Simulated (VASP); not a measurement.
# CdS (Greenockite) (P6_3mc) in VASP: further runs

Runs on CdS (Greenockite). Level: LDA. Tasks: vibrations by perturbation theory.

Everything below comes from runs of VASP 6.6.1. Logs are shortened: lines on timing, memory, paths and dates and some standing lists are left out, and cuts for length are marked.

## Step 1: The cell of the first run

Symmetry: P6_3mc, No. 186, hexagonal system. Conventional cell: a = 4.074 Å, b = 4.074 Å, c = 6.638 Å, α = 90.00°, β = 90.00°, γ = 120.00°. Cd (site symmetry 3m) has 4 S at 2.49 to 2.50 Å within 3.3 Å. Within 3.3 Å of S (site symmetry 3m) lie 4 Cd at 2.49 to 2.50 Å.

## Step 2: Vibrations by perturbation theory, LDA

Input file INCAR:

```
SYSTEM = CdS
ALGO = Normal ; EDIFF = 1E-8
ENCUT = 520 ; IBRION = 8
ISIF = 2 ; ISMEAR = 0
LASPH = .TRUE. ; LCHARG = .FALSE.
LREAL = .FALSE. ; LWAVE = .FALSE.
NELM = 60 ; NSW = 1
PREC = Accurate ; SIGMA = 0.01
```

Input file KPOINTS:

```
k-points
0
G
  6 6 4
  0 0 0
```

Input file POSCAR:

```
CdS
1.0
    4.0735086984      0.0000000000      0.0000000000
   -2.0367543492      3.5277620154      0.0000000000
    0.0000000000      0.0000000000      6.6384401386
Cd S
2 2
Direct
    0.3333333333      0.6666666667     -0.0005275156
    0.6666666667      0.3333333333      0.4994724844
    0.3333333333      0.6666666667      0.3755275156
    0.6666666667      0.3333333333      0.8755275156
```

Potentials or basis: VASP PAW LDA potentials, release 64 (Cd, S).

The run is started by

```
$ cat potpaw_LDA.64/Cd/POTCAR potpaw_LDA.64/S/POTCAR > POTCAR
$ mpirun -np 1 vasp_std > vasp.out
```

OUTCAR:

```text
SYSTEM = CdS
   EDIFF = 1E-8
   ENCUT = 520
   IBRION = 8
   ISIF = 2
   ISMEAR = 0
   LASPH = .TRUE.
   LREAL = .FALSE.
   NELM = 60
   NSW = 1
   PREC = Accurate

 ion  position               nearest neighbor table
   1  0.333  0.667  0.999-   4 2.49   4 2.49   4 2.49   3 2.50
   2  0.667  0.333  0.499-   3 2.49   3 2.49   3 2.49   4 2.50
   3  0.333  0.667  0.376-   2 2.49   2 2.49   2 2.49   1 2.50
   4  0.667  0.333  0.876-   1 2.49   1 2.49   1 2.49   2 2.50

  LATTYP: Found a hexagonal cell.
 ALAT       =     4.0735086984
 C/A-ratio  =     1.6296614614

  Lattice vectors:

 A1 = (   4.0735086984,   0.0000000000,   0.0000000000)
 A2 = (  -2.0367543492,   3.5277620154,   0.0000000000)
 A3 = (   0.0000000000,   0.0000000000,   6.6384401386)

Analysis of symmetry for initial positions (statically):
=====================================================================
 Subroutine PRICEL returns:
 Original cell was already a primitive cell.

 Routine SETGRP: Setting up the symmetry group for a
 hexagonal supercell.

 Subroutine GETGRP returns: Found 12 space group operations
 (whereof  6 operations were pure point group operations)
 out of a pool of 24 trial point group operations.

The static configuration has the point symmetry C_3v.
 The point group associated with its full space group is C_6v.

Analysis of symmetry for dynamics (positions and initial velocities):
=====================================================================
 Subroutine PRICEL returns:
 Original cell was already a primitive cell.

 Routine SETGRP: Setting up the symmetry group for a
 hexagonal supercell.

 Subroutine GETGRP returns: Found 12 space group operations
 (whereof  6 operations were pure point group operations)
 out of a pool of 24 trial point group operations.

The dynamic configuration has the point symmetry C_3v.
 The point group associated with its full space group is C_6v.

 Subroutine INISYM returns: Found 12 space group operations
 (whereof  6 operations are pure point group operations),
 and found     1 'primitive' translations

----------------------------------------------------------------------------------------

                                     Primitive cell

  volume of cell :      95.3968

  direct lattice vectors                    reciprocal lattice vectors
     4.073508698  0.000000000  0.000000000     0.245488613  0.141732917  0.000000000
    -2.036754349  3.527762015  0.000000000     0.000000000  0.283465833  0.000000000
     0.000000000  0.000000000  6.638440139     0.000000000  0.000000000  0.150637797

  length of vectors
     4.073508698  4.073508698  6.638440139     0.283465833  0.283465833  0.150637797

  position of ions in fractional coordinates (direct lattice)
     0.333333333  0.666666667  0.999472484
     0.666666667  0.333333333  0.499472484
     0.333333333  0.666666667  0.375527516
     0.666666667  0.333333333  0.875527516

  ion indices of the primitive-cell ions
   primitive index   ion index
                 1           1
[... 117 lines left out ...]
  free energy    TOTEN  =       -14.81466593 eV

  energy without entropy =      -14.81466593  energy(sigma->0) =      -14.81466593

 E-fermi :   1.5673     XC(G=0):  -9.7601

 val. band max:        1.4827299292   @ k =   0.0000   0.0000   0.0000
 cond. band min:       2.5378276850   @ k =   0.0000   0.0000   0.0000
 fundamental gap:      1.0550977558
 Fermi energy:         1.5672598319

 k-point     1 :       0.0000    0.0000    0.0000
  band No.  band energies     occupation
      1     -11.1326      2.00000
      2     -10.6442      2.00000
      3      -6.4379      2.00000
      4      -6.4270      2.00000
      5      -6.4270      2.00000
      6      -6.3331      2.00000
[... 514 lines left out ...]
     21       7.3555      0.00000
     22       7.3555      0.00000

------------------------ aborting loop because EDIFF is reached ----------------------------------------

  FORCE on cell =-STRESS in cart. coord.  units (eV):
  Direction    XX          YY          ZZ          XY          YZ          ZX
  --------------------------------------------------------------------------------------
  -------------------------------------------------------------------------------------
  Total        0.3385792      0.3385792      0.3238479      0.0000000      0.0000000      0.0000000
  in kB        5.6863935      5.6863935      5.4389823      0.0000000      0.0000000      0.0000000
  external PRESSURE =       5.6039231 kB  Pullay stress =       0.0000000 kB

 VOLUME and BASIS-vectors are now :
 -----------------------------------------------------------------------------
  energy-cutoff  :      520.00
  volume of cell :       95.40
      direct lattice vectors                 reciprocal lattice vectors
     4.073508698  0.000000000  0.000000000     0.245488613  0.141732917  0.000000000
    -2.036754349  3.527762015  0.000000000     0.000000000  0.283465833  0.000000000
     0.000000000  0.000000000  6.638440139     0.000000000  0.000000000  0.150637797

 POSITION                                       TOTAL-FORCE (eV/Angst)
 -----------------------------------------------------------------------------------
     -0.00000      2.35184      6.63494        -0.000000     -0.000000      0.002233
      2.03675      1.17592      3.31572         0.000000      0.000000      0.002233
     -0.00000      2.35184      2.49292        -0.000000      0.000000     -0.002233
      2.03675      1.17592      5.81214         0.000000     -0.000000     -0.002233
 -----------------------------------------------------------------------------------
    total drift:                                0.000000      0.000000      0.000979

  FREE ENERGIE OF THE ION-ELECTRON SYSTEM (eV)
  ---------------------------------------------------
  free  energy   TOTEN  =       -14.8146659279 eV

  energy  without entropy=      -14.8146659279  energy(sigma->0) =      -14.81466593

[... ionic steps 2 to 9 ...]

--------------------------------------- Ionic step       10  -------------------------------------------

------------------------ aborting loop because EDIFF is reached ----------------------------------------

[... ionic steps 11 to 11 ...]

--------------------------------------- Ionic step       12  -------------------------------------------

 Free energy of the ion-electron system (eV)
  ---------------------------------------------------
  ---------------------------------------------------
  free energy    TOTEN  =        -0.12080101 eV

  energy without entropy =       -0.12080101

------------------------ aborting loop because EDIFF is reached ----------------------------------------

 INTERNAL STRAIN TENSOR  FOR ION    3  DIRECTION 3   (eV/Angst):
 -----------------------------------------------------------------------------
     4.52858 -0.00000  0.00000
     0.00000  4.52858 -0.00000
     0.00000  0.00000 -8.71035

 INTERNAL STRAIN TENSOR FOR ION    4 for displacements in x,y,z  (eV/Angst):
          X           Y           Z          XY          YZ          ZX
  --------------------------------------------------------------------------------
  x     0.00000     0.00000     0.00000     7.54138    -0.00000     4.67881
  y     7.54138    -7.54138    -0.00000     0.00000     4.28151    -0.00000
  z     4.52858     4.52858    -8.71035    -0.00000     0.00000     0.00000

 SECOND DERIVATIVES (NOT SYMMETRIZED)
 ------------------------------------
               1X          1Y          1Z          2X          2Y          2Z          3X          3Y          3Z          4X          4Y          4Z
  1X    -5.814273   -0.000000    0.000000   -0.070382    0.000000   -0.000000    0.054544    0.000000    0.000000    5.830111   -0.000000   -0.000000
  1Y    -0.000000   -5.814273    0.000000   -0.000000   -0.070382    0.000000    0.000000    0.054544    0.000000    0.000000    5.830111    0.000000
  1Z     0.000000    0.000000   -7.276941   -0.000000    0.000000    1.719038    0.000000    0.000000    4.293110    0.000000    0.000000    1.264793
  2X    -0.070382   -0.000000    0.000000   -5.814273    0.000000   -0.000000    5.830111    0.000000    0.000000    0.054544   -0.000000    0.000000
  2Y    -0.000000   -0.070382    0.000000   -0.000000   -5.814273   -0.000000   -0.000000    5.830111    0.000000    0.000000    0.054544    0.000000
  2Z     0.000000    0.000000    1.719038    0.000000   -0.000000   -7.276941    0.000000    0.000000    1.264793    0.000000    0.000000    4.293110
  3X     0.037850    0.000000    0.000000    5.811683    0.000000   -0.000000   -6.372460    0.000000    0.000000    0.522928    0.000000    0.000000
  3Y    -0.000000    0.037850    0.000000    0.000000    5.811683    0.000000    0.000000   -6.372460    0.000000    0.000000    0.522928    0.000000
  3Z     0.000000   -0.000000    4.268673    0.000000   -0.000000    1.251114   -0.000000    0.000000   -8.288216    0.000000   -0.000000    2.768429
  4X     5.811683    0.000000    0.000000    0.037850    0.000000    0.000000    0.522928   -0.000000    0.000000   -6.372460   -0.000000   -0.000000
  4Y     0.000000    5.811683    0.000000    0.000000    0.037850    0.000000    0.000000    0.522928    0.000000   -0.000000   -6.372460   -0.000000
  4Z     0.000000    0.000000    1.251114    0.000000    0.000000    4.268673    0.000000    0.000000    2.768429    0.000000    0.000000   -8.288216

 Eigenvectors and eigenvalues of the dynamical matrix
 ----------------------------------------------------

   1 f  =    9.302278 THz    58.447939 2PiTHz  310.290608 cm-1    38.471115 meV
             X         Y         Z           dx          dy          dz
     -0.000000  2.351841  6.634938     0.000000    0.000000    0.127784
      2.036754  1.175921  3.315718    -0.000000   -0.000000   -0.127784
     -0.000000  2.351841  2.492917     0.000000    0.000000   -0.695465
      2.036754  1.175921  5.812137    -0.000000   -0.000000    0.695465
[... 71 lines left out ...]
  12 f/i=    0.010542 THz     0.066239 2PiTHz    0.351654 cm-1     0.043600 meV
             X         Y         Z           dx          dy          dz
     -0.000000  2.351841  6.634938     0.000000    0.000000    0.623243
      2.036754  1.175921  3.315718     0.000000    0.000000    0.623243
     -0.000000  2.351841  2.492917     0.000000    0.000000    0.334019
      2.036754  1.175921  5.812137     0.000000    0.000000    0.334019

--------------------------------------------------------------------------------------------------------

 ELASTIC MODULI CONTR FROM IONIC RELAXATION (kBar)
 Direction    XX          YY          ZZ          XY          YZ          ZX
 --------------------------------------------------------------------------------
 XX        -401.3385    152.8613    238.7603      0.0000      0.0000     -0.0000
 YY         152.8613   -401.3385    238.7603     -0.0000      0.0000      0.0000
 ZZ         238.7603    238.7603   -458.8466      0.0000      0.0000     -0.0000
 XY           0.0000     -0.0000      0.0000   -277.0999      0.0000      0.0000
 YZ          -0.0000      0.0000      0.0000      0.0000   -113.2862     -0.0000
 ZX          -0.0000      0.0000     -0.0000      0.0000     -0.0000   -118.9072
 --------------------------------------------------------------------------------
```

Wall time 7.4 min (1 thread of Intel Xeon Platinum 8375C at 2.90GHz (Ice Lake), shared host); peak memory 0.44 GiB.

What came out:

* Highest phonon frequency at Γ, LO-TO splitting left out: 310 cm⁻¹

Phonon frequencies in cm⁻¹ (negative: imaginary):
| q point | frequencies |
| --- | --- |
| (0.000, 0.000, 0.000) | 0 0 0 43 43 139 245 253 253 266 266 310 |

## Step 3: Vibrations by perturbation theory, LDA

This run uses another cell than the first one, of 24.62 Å³/atom, 1.032 times its volume.

Input file INCAR:

```
SYSTEM = CdS
PREC = Accurate ; ENCUT = 520
EDIFF = 1E-8 ; ISMEAR = 0
SIGMA = 0.01 ; LREAL = .False.
LASPH = .True. ; NELM = 60
ALGO = Normal ; ISIF = 2
LWAVE = .False. ; LCHARG = .False.
GGA = CA ; IBRION = 8
NSW = 1
```

Input file KPOINTS:

```
Automatic mesh
0
Gamma
  6 6 4
  0 0 0
```

Input file POSCAR:

```
CdS
1.0
    4.1176626014      0.0000000000      0.0000000000
   -2.0588313007      3.5660004170      0.0000000000
    0.0000000000      0.0000000000      6.7061488353
Cd S
2 2
Direct
    0.3333333333      0.6666666667     -0.0006102424
    0.6666666667      0.3333333333      0.4993897576
    0.3333333333      0.6666666667      0.3756102424
    0.6666666667      0.3333333333      0.8756102424
```

Potentials or basis: VASP PAW LDA potentials, release 64 (Cd, S).

The run is started by

```
$ cat potpaw_LDA.64/Cd/POTCAR potpaw_LDA.64/S/POTCAR > POTCAR
$ mpirun -np 1 vasp_std > vasp.out
```

OUTCAR:

```text
SYSTEM = CdS
   PREC = Accurate
   ENCUT = 520
   EDIFF = 1E-8
   ISMEAR = 0
   LREAL = .False.
   LASPH = .True.
   NELM = 60
   ISIF = 2
   GGA = CA
   IBRION = 8
   NSW = 1

 ion  position               nearest neighbor table
   1  0.333  0.667  0.999-   4 2.52   4 2.52   4 2.52   3 2.52
   2  0.667  0.333  0.499-   3 2.52   3 2.52   3 2.52   4 2.52
   3  0.333  0.667  0.376-   2 2.52   2 2.52   2 2.52   1 2.52
   4  0.667  0.333  0.876-   1 2.52   1 2.52   1 2.52   2 2.52

  LATTYP: Found a hexagonal cell.
 ALAT       =     4.1176626014
 C/A-ratio  =     1.6286299982

  Lattice vectors:

 A1 = (   4.1176626014,   0.0000000000,   0.0000000000)
 A2 = (  -2.0588313007,   3.5660004170,   0.0000000000)
 A3 = (   0.0000000000,   0.0000000000,   6.7061488353)

Analysis of symmetry for initial positions (statically):
=====================================================================
 Subroutine PRICEL returns:
 Original cell was already a primitive cell.

 Routine SETGRP: Setting up the symmetry group for a
 hexagonal supercell.

 Subroutine GETGRP returns: Found 12 space group operations
 (whereof  6 operations were pure point group operations)
 out of a pool of 24 trial point group operations.

[... 745 lines left out ...]
  ---------------------------------------------------
  free energy    TOTEN  =        -0.12038242 eV

  energy without entropy =       -0.12038242

------------------------ aborting loop because EDIFF is reached ----------------------------------------

 INTERNAL STRAIN TENSOR  FOR ION    3  DIRECTION 3   (eV/Angst):
 -----------------------------------------------------------------------------
     3.77061  0.00000  0.00000
     0.00000  3.77061  0.00000
     0.00000  0.00000 -7.28136

 INTERNAL STRAIN TENSOR FOR ION    4 for displacements in x,y,z  (eV/Angst):
          X           Y           Z          XY          YZ          ZX
  --------------------------------------------------------------------------------
  x     0.00000    -0.00000     0.00000     6.45250     0.00000     3.94652
  y     6.45250    -6.45250     0.00000     0.00000     3.53884     0.00000
  z     3.77061     3.77061    -7.28136     0.00000    -0.00000     0.00000

 SECOND DERIVATIVES (NOT SYMMETRIZED)
 ------------------------------------
               1X          1Y          1Z          2X          2Y          2Z          3X          3Y          3Z          4X          4Y          4Z
  1X    -5.090351    0.000000    0.000000   -0.110521    0.000000    0.000000    0.101551    0.000000    0.000000    5.099320    0.000000    0.000000
  1Y    -0.000000   -5.090351    0.000000   -0.000000   -0.110521   -0.000000    0.000000    0.101551    0.000000    0.000000    5.099320    0.000000
  1Z     0.000000   -0.000000   -6.528109    0.000000    0.000000    1.640721    0.000000    0.000000    3.659403   -0.000000    0.000000    1.227984
  2X    -0.110521   -0.000000    0.000000   -5.090351    0.000000    0.000000    5.099320    0.000000    0.000000    0.101551    0.000000   -0.000000
  2Y    -0.000000   -0.110521    0.000000   -0.000000   -5.090351    0.000000    0.000000    5.099320    0.000000    0.000000    0.101551   -0.000000
  2Z     0.000000   -0.000000    1.640721   -0.000000    0.000000   -6.528109    0.000000    0.000000    1.227984    0.000000    0.000000    3.659403
  3X     0.110733    0.000000   -0.000000    5.107031   -0.000000   -0.000000   -5.712667    0.000000    0.000000    0.494903    0.000000    0.000000
  3Y     0.000000    0.110733    0.000000    0.000000    5.107031    0.000000   -0.000000   -5.712667    0.000000   -0.000000    0.494903    0.000000
  3Z     0.000000    0.000000    3.662685    0.000000    0.000000    1.244005    0.000000    0.000000   -7.529303   -0.000000    0.000000    2.622613
  4X     5.107031    0.000000    0.000000    0.110733    0.000000    0.000000    0.494903    0.000000    0.000000   -5.712667    0.000000    0.000000
  4Y     0.000000    5.107031   -0.000000   -0.000000    0.110733    0.000000   -0.000000    0.494903    0.000000    0.000000   -5.712667   -0.000000
  4Z    -0.000000   -0.000000    1.244005    0.000000    0.000000    3.662685    0.000000    0.000000    2.622613    0.000000    0.000000   -7.529303

 Eigenvectors and eigenvalues of the dynamical matrix
 ----------------------------------------------------

   1 f  =    8.886387 THz    55.834816 2PiTHz  296.417964 cm-1    36.751127 meV
             X         Y         Z           dx          dy          dz
     -0.000000  2.377334  6.702056    -0.000000    0.000000    0.112590
      2.058831  1.188667  3.348982     0.000000   -0.000000   -0.112590
     -0.000000  2.377334  2.518898    -0.000000    0.000000   -0.698086
      2.058831  1.188667  5.871973     0.000000   -0.000000    0.698086
[... 71 lines left out ...]
  12 f/i=    0.005669 THz     0.035621 2PiTHz    0.189106 cm-1     0.023446 meV
             X         Y         Z           dx          dy          dz
     -0.000000  2.377334  6.702056    -0.000000   -0.000000    0.623993
      2.058831  1.188667  3.348982    -0.000000   -0.000000    0.623993
     -0.000000  2.377334  2.518898    -0.000000   -0.000000    0.332615
      2.058831  1.188667  5.871973    -0.000000   -0.000000    0.332615

--------------------------------------------------------------------------------------------------------

 ELASTIC MODULI CONTR FROM IONIC RELAXATION (kBar)
 Direction    XX          YY          ZZ          XY          YZ          ZX
 --------------------------------------------------------------------------------
 XX        -312.8920    123.8815    181.7882     -0.0000     -0.0000     -0.0000
 YY         123.8815   -312.8920    181.7882      0.0000      0.0000      0.0000
 ZZ         181.7882    181.7882   -349.6836     -0.0000      0.0000     -0.0000
 XY          -0.0000      0.0000     -0.0000   -218.3867     -0.0000     -0.0000
 YZ          -0.0000      0.0000      0.0000     -0.0000    -85.7947     -0.0000
 ZX          -0.0000      0.0000     -0.0000      0.0000     -0.0000    -91.6253
 --------------------------------------------------------------------------------
```

Wall time 6.6 min (1 thread of Intel Xeon Platinum 8375C at 2.90GHz (Ice Lake), shared host); peak memory 0.46 GiB.

Results:

```yaml
Highest_phonon_frequency_at_Γ_LO-TO_splitting_left_out: 296 cm⁻¹
```

Phonon frequencies in cm⁻¹ (negative: imaginary):
```
              q point                              frequencies
(0.000, 0.000, 0.000)  0 0 0 44 44 134 231 238 238 250 250 296
```

Caveat: the cell wasn't relaxed at this level first, which shifts response properties.

(Part 1 of 2 ends here.)
